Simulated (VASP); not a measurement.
Write the native input for VASP 6.6.1 that does the following.

| Quantity | Value |
| --- | --- |
| Task | single point |
| Functional | PBE |
| Potentials or basis | VASP PAW PBE potentials, release 64 (Hf_pv, O) |
| Cutoff | 520 eV |
| k mesh | 4 × 4 × 6 |
| Occupations | gaussian, width 0.1 eV |
| Spin | no spin polarisation |
| Dipole correction | no |
| Further INCAR settings | ALGO = Normal; EDIFF = 1e-06; NBANDS = 31 |

The structure of HfO2 lies in POSCAR:

```
HfO2
1.0
    4.8135328300      0.0000000000      0.0000000000
    0.0000000000      4.8135328300      0.0000000000
    0.0000000000      0.0000000000      3.2054154900
Hf O
2 4
Direct
    0.0000000000      0.0000000000      0.0000000000
    0.5000000000      0.5000000000      0.5000000000
    0.1949551200      0.8050448800      0.5000000000
    0.3050448800      0.3050448800      0.0000000000
    0.6949551200      0.6949551200      0.0000000000
    0.8050448800      0.1949551200      0.5000000000
```

The input as run:

INCAR

```
SYSTEM = HfO2
ALGO = Normal
EDIFF = 1E-6
ENCUT = 520
GGA = PE
ISIF = 2
ISMEAR = 0
LASPH = .True.
LCHARG = .False.
LREAL = .False.
LWAVE = .False.
NBANDS = 31
NELM = 80
PREC = Accurate
SIGMA = 0.1
```

KPOINTS

```
k-points
0
Gamma
  4 4 6
  0 0 0
```

Potentials or basis: VASP PAW PBE potentials, release 64 (Hf_pv, O).

Run with:

```bash
$ cat potpaw_PBE.64/Hf_pv/POTCAR potpaw_PBE.64/O/POTCAR > POTCAR
$ mpirun -np 1 vasp_std > vasp.out
```

It gave:

The pressure is 5.6 GPa, the largest force is 0.029 eV/Å and the band gap on the k mesh is 3.98 eV.

Caveat: the cell stands under pressure; spin-orbit coupling is left out, which moves the levels of the heavy elements.

Run time: 41 s on 1 thread of Intel(R) Xeon(R) Platinum 8259CL CPU @ 2.50GHz (Skylake/Cascade Lake) (shared host), peak memory 0.2 GiB.
